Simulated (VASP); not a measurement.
# SnO2 (P4_2/mnm) in VASP: single point with r2SCAN

Aim: the single point of SnO2 with r2SCAN.

All numbers are computed with VASP 6.6.1; they aren't measurements. Logs are shortened: lines on timing, memory, paths and dates and some standing lists are left out, and cuts for length are marked.

## Step 1: The cell of the first run

Symmetry: P4_2/mnm, No. 136, tetragonal system. The conventional cell has a = 4.760 Å, b = 4.760 Å, c = 3.201 Å, α = 90.00°, β = 90.00°, γ = 90.00°. Within 2.7 Å of Sn (site symmetry mmm) lie 6 O at 2.06 to 2.07 Å. Within 2.7 Å of O (site symmetry m2m) lie 3 Sn at 2.06 to 2.07 Å and 1 O at 2.61 Å.

## Step 2: Single point, r2SCAN

Input file POSCAR:

```
SnO2
1.0
    4.7597871343      0.0000000000      0.0000000000
    0.0000000000      4.7597871343      0.0000000000
    0.0000000000      0.0000000000      3.2007191128
Sn O
2 4
Direct
    0.0000000000      0.0000000000      0.0000000000
    0.5000000000      0.5000000000      0.5000000000
    0.3059087279      0.3059087279      0.0000000000
    0.1940912721      0.8059087279      0.5000000000
    0.6940912721      0.6940912721      0.0000000000
    0.8059087279      0.1940912721      0.5000000000
```

Input file INCAR.step1:

```
SYSTEM = SnO2
ALGO     = Normal         ! electronic algorithm
EDIFF    = 1E-4           ! SCF threshold, eV
ENCUT    = 520            ! plane-wave cutoff, eV
GGA      = PE             ! functional
ISMEAR   = 0              ! smearing method
LASPH    = .TRUE.         ! aspherical terms in the spheres
LCHARG   = .FALSE.        ! write CHGCAR
LREAL    = .FALSE.        ! projectors in reciprocal space
LWAVE    = .TRUE.         ! write WAVECAR
NBANDS   = 35             ! bands
NELM     = 100            ! most SCF steps
PREC     = Accurate       ! precision mode
SIGMA    = 0.01           ! smearing width, eV
```

Input file INCAR.step2:

```
SYSTEM = SnO2
ALGO     = Normal         ! electronic algorithm
EDIFF    = 1E-6           ! SCF threshold, eV
ENCUT    = 520            ! plane-wave cutoff, eV
ISIF     = 2              ! what is computed and relaxed
ISMEAR   = 0              ! smearing method
ISTART   = 1            
LASPH    = .TRUE.         ! aspherical terms in the spheres
LCHARG   = .FALSE.        ! write CHGCAR
LMIXTAU  = .TRUE.       
LREAL    = .FALSE.        ! projectors in reciprocal space
LWAVE    = .FALSE.        ! write WAVECAR
METAGGA  = R2SCAN         ! meta-GGA
NBANDS   = 35             ! bands
NELM     = 100            ! most SCF steps
PREC     = Accurate       ! precision mode
SIGMA    = 0.01           ! smearing width, eV
```

Input file KPOINTS:

```
k-points
0
G
  6 6 9
  0 0 0
```

Potentials or basis: VASP PAW PBE potentials, release 64 (Sn_d, O).

The run is started by

```bash
> cat potpaw_PBE.64/Sn_d/POTCAR potpaw_PBE.64/O/POTCAR > POTCAR
> cp INCAR.step1 INCAR
> mpirun -np 1 vasp_std > vasp.out
> cp INCAR.step2 INCAR
> mpirun -np 1 vasp_std > vasp.out
```

OUTCAR:

```text
SYSTEM = SnO2
   EDIFF = 1E-6
   ENCUT = 520
   ISIF = 2
   ISMEAR = 0
   ISTART = 1
   LASPH = .TRUE.
   LREAL = .FALSE.
   METAGGA = R2SCAN
   NELM = 100
   PREC = Accurate

 ion  position               nearest neighbor table
   1  0.000  0.000  0.000-   3 2.06   5 2.06   4 2.07   6 2.07   4 2.07   6 2.07   2 3.73   2 3.73
                             2 3.73   2 3.73   2 3.73   2 3.73   2 3.73   2 3.73
   2  0.500  0.500  0.500-   4 2.06   6 2.06   5 2.07   3 2.07   3 2.07   5 2.07   1 3.73   1 3.73
                             1 3.73   1 3.73   1 3.73   1 3.73   1 3.73   1 3.73
   3  0.306  0.306  0.000-   1 2.06   2 2.07   2 2.07
   4  0.194  0.806  0.500-   2 2.06   1 2.07   1 2.07
   5  0.694  0.694  0.000-   1 2.06   2 2.07   2 2.07
   6  0.806  0.194  0.500-   2 2.06   1 2.07   1 2.07

  LATTYP: Found a simple tetragonal cell.
 ALAT       =     4.7597871343
 C/A-ratio  =     0.6724500534

  Lattice vectors:

 A1 = (   4.7597871343,   0.0000000000,   0.0000000000)
 A2 = (   0.0000000000,   4.7597871343,   0.0000000000)
 A3 = (   0.0000000000,   0.0000000000,   3.2007191128)

Analysis of symmetry for initial positions (statically):
=====================================================================
 Subroutine PRICEL returns:
 Original cell was already a primitive cell.

 Routine SETGRP: Setting up the symmetry group for a
 simple tetragonal supercell.

 Subroutine GETGRP returns: Found 16 space group operations
 (whereof  8 operations were pure point group operations)
 out of a pool of 16 trial point group operations.

The static configuration has the point symmetry D_2h.
 The point group associated with its full space group is D_4h.

Analysis of symmetry for dynamics (positions and initial velocities):
=====================================================================
 Subroutine PRICEL returns:
 Original cell was already a primitive cell.

 Routine SETGRP: Setting up the symmetry group for a
 simple tetragonal supercell.

 Subroutine GETGRP returns: Found 16 space group operations
 (whereof  8 operations were pure point group operations)
 out of a pool of 16 trial point group operations.

The dynamic configuration has the point symmetry D_2h.
 The point group associated with its full space group is D_4h.

 Subroutine INISYM returns: Found 16 space group operations
 (whereof  8 operations are pure point group operations),
 and found     1 'primitive' translations

----------------------------------------------------------------------------------------

[... 105 lines left out ...]
   NFREE  =      0    steps in history (QN), initial steepest desc. (CG)
   ISIF   =      2    stress and relaxation
   ISYM   =      2    0-nonsym 1-usesym 2-fastsym
   POTIM  = 0.5000    time-step for ionic-motion
   TEBEG  =    0.0;   TEEND  =   0.0 temperature during run
   PSTRESS=    0.0 pullay stress
   NELECT =      52.0000    total number of electrons
   NUPDOWN=      -1.0000    fix difference up-down
   EMIN   =  10.00;   EMAX   =-10.00  energy-range for DOS
   EFERMI =   0.00;   METHOD = LEGACY
   ISMEAR =     0;   SIGMA  =   0.01  broadening in eV -4-tet -1-fermi 0-gaus
   EFERMI_NEDOS =   21; number of points for ismear=-14 and -15
   IALGO  =     38    algorithm
   IMIX   =      4    mixing-type and parameters
     AMIX     =   0.40;   BMIX     =  1.00
     AMIX_MAG =   1.60;   BMIX_MAG =  1.00
  volume/ion in A,a.u.               =      12.09        81.56
  Fermi-wavevector in a.u.,A,eV,Ry     =   1.465329  2.769070 29.214271  2.147188
  Thomas-Fermi vector in A             =   2.581199
   LORBIT       =      0    0 simple, 1 ext, 2 COOP (PROOUT), +10 PAW based schemes
   METAGGA = R2SCAN    functional components
   LHFCALC =     F    Hartree Fock is set to
   AEXX    =    0.0000 exact exchange contribution
   IVDW    =     0    specifies the selected vdW correction
   LEPSILON=     F    determine dielectric tensor
   LRPA    =     F    only Hartree local field effects (RPA)
 non-spin polarized calculation
 Gauss-broadening in eV      SIGMA  =   0.01
  energy-cutoff  :      520.00
  volume of cell :       72.51
 maximum number of plane-waves:      1980
 NGX is ok and might be reduce to    36
   NGX = 17   NGY = 17   NGZ = 11

 number of electron      52.0000002 magnetization

 Free energy of the ion-electron system (eV)
  ---------------------------------------------------
  ext. energy  EPLUGINS =         0.00000000
  ---------------------------------------------------
  free energy    TOTEN  =       -84.62955089 eV

  energy without entropy =      -84.62955089  energy(sigma->0) =      -84.62955089

 E-fermi :   5.6107     XC(G=0): -11.9700

 val. band max:        5.5583948706   @ k =   0.0000   0.0000   0.0000
 cond. band min:       7.3534056280   @ k =   0.0000   0.0000   0.0000
 fundamental gap:      1.7950107574
 Fermi energy:         5.6106532015

 k-point     1 :       0.0000    0.0000    0.0000
  band No.  band energies     occupation
      1     -16.1789      2.00000
      2     -15.2655      2.00000
      3     -14.9653      2.00000
      4     -14.9653      2.00000
      5     -14.9428      2.00000
      6     -14.9044      2.00000
[... 901 lines left out ...]
     34      18.8236      0.00000
     35      19.1647      0.00000

 [... further k-points ...]

------------------------ aborting loop because EDIFF is reached ----------------------------------------

  FORCE on cell =-STRESS in cart. coord.  units (eV):
  Direction    XX          YY          ZZ          XY          YZ          ZX
  --------------------------------------------------------------------------------------
  -------------------------------------------------------------------------------------
  Total        0.4252963      0.4252963      0.6549836      0.0000000      0.0000000      0.0000000
  in kB        9.3967901      9.3967901     14.4716616      0.0000000      0.0000000      0.0000000
  external PRESSURE =      11.0884139 kB  Pullay stress =       0.0000000 kB

 VOLUME and BASIS-vectors are now :
 -----------------------------------------------------------------------------
  energy-cutoff  :      520.00
  volume of cell :       72.51
      direct lattice vectors                 reciprocal lattice vectors
     4.759787134  0.000000000  0.000000000     0.210093429  0.000000000  0.000000000
     0.000000000  4.759787134  0.000000000     0.000000000  0.210093429  0.000000000
     0.000000000  0.000000000  3.200719113     0.000000000  0.000000000  0.312429790

 POSITION                                       TOTAL-FORCE (eV/Angst)
 -----------------------------------------------------------------------------------
      0.00000      0.00000      0.00000         0.000000     -0.000000     -0.000000
      2.37989      2.37989      1.60036         0.000000     -0.000000     -0.000000
      1.45606      1.45606      0.00000        -0.019659     -0.019659      0.000000
      0.92383      3.83595      1.60036         0.019659     -0.019659      0.000000
      3.30373      3.30373      0.00000         0.019659      0.019659     -0.000000
      3.83595      0.92383      1.60036        -0.019659      0.019659     -0.000000
 -----------------------------------------------------------------------------------
    total drift:                                0.000000      0.000000      0.000000

  FREE ENERGIE OF THE ION-ELECTRON SYSTEM (eV)
  ---------------------------------------------------
  free  energy   TOTEN  =       -84.6295508852 eV

  energy  without entropy=      -84.6295508852  energy(sigma->0) =      -84.62955089
```

OUTCAR.step1:

```text
SYSTEM = SnO2
   EDIFF = 1E-4
   ENCUT = 520
   GGA = PE
   ISMEAR = 0
   LASPH = .TRUE.
   LREAL = .FALSE.
   NELM = 100
[... 1152 lines left out ...]
      0.92383      3.83595      1.60036         0.035562     -0.035562      0.000000
      3.30373      3.30373      0.00000         0.035562      0.035562     -0.000000
      3.83595      0.92383      1.60036        -0.035562      0.035562     -0.000000
 -----------------------------------------------------------------------------------
    total drift:                                0.000000      0.000000      0.000000

  FREE ENERGIE OF THE ION-ELECTRON SYSTEM (eV)
  ---------------------------------------------------
  free  energy   TOTEN  =       -37.2280996167 eV

  energy  without entropy=      -37.2280996167  energy(sigma->0) =      -37.22809962
```

OSZICAR.step1:

```text
N       E                     dE             d eps       ncg     rms          rms(c)
DAV:   1     0.632145831701E+03    0.63215E+03   -0.25595E+04  3902   0.233E+03
DAV:   2     0.532274831437E+02   -0.57892E+03   -0.54552E+03  3812   0.602E+02
DAV:   3    -0.387870229973E+02   -0.92015E+02   -0.90426E+02  3830   0.204E+02
DAV:   4    -0.433261644842E+02   -0.45391E+01   -0.45077E+01  4453   0.489E+01
DAV:   5    -0.434456092691E+02   -0.11944E+00   -0.11928E+00  4360   0.830E+00    0.160E+01
DAV:   6    -0.371404451101E+02    0.63052E+01   -0.17590E+01  5511   0.641E+01    0.620E+00
DAV:   7    -0.372565593370E+02   -0.11611E+00   -0.20476E+00  4045   0.794E+00    0.322E+00
DAV:   8    -0.372345160958E+02    0.22043E-01   -0.16938E-01  5113   0.415E+00    0.750E-01
DAV:   9    -0.372273097293E+02    0.72064E-02   -0.35106E-02  5743   0.299E+00    0.131E-01
DAV:  10    -0.372279855910E+02   -0.67586E-03   -0.38740E-03  4443   0.487E-01    0.534E-02
DAV:  11    -0.372280987528E+02   -0.11316E-03   -0.17295E-04  3516   0.103E-01    0.134E-02
DAV:  12    -0.372280996167E+02   -0.86389E-06   -0.21922E-05  2215   0.424E-02
   1 F= -.37228100E+02 E0= -.37228100E+02  d E =-.318172E-81
```

Wall time 3.7 min (1 thread of Intel Xeon Platinum 8375C at 2.90GHz (Ice Lake), shared host); peak memory 0.24 GiB.

What came out:

| Property | Result |
| --- | --- |
| Free energy | -84.6296 eV |
| Pressure | 1.1 GPa |
| Largest force | 0.028 eV/Å |
| Band gap on the k mesh | 1.79 eV |

Forces in eV/Å, atoms in the order of the input:
```
Sn   0.000  0.000  0.000
Sn   0.000  0.000  0.000
O   -0.020 -0.020  0.000
O    0.020 -0.020  0.000
O    0.020  0.020  0.000
O   -0.020  0.020  0.000
```

Caveat: the PAW data sets were made with another functional, which shifts forces and pressure a little; spin-orbit coupling is left out, which moves the levels of the heavy elements.
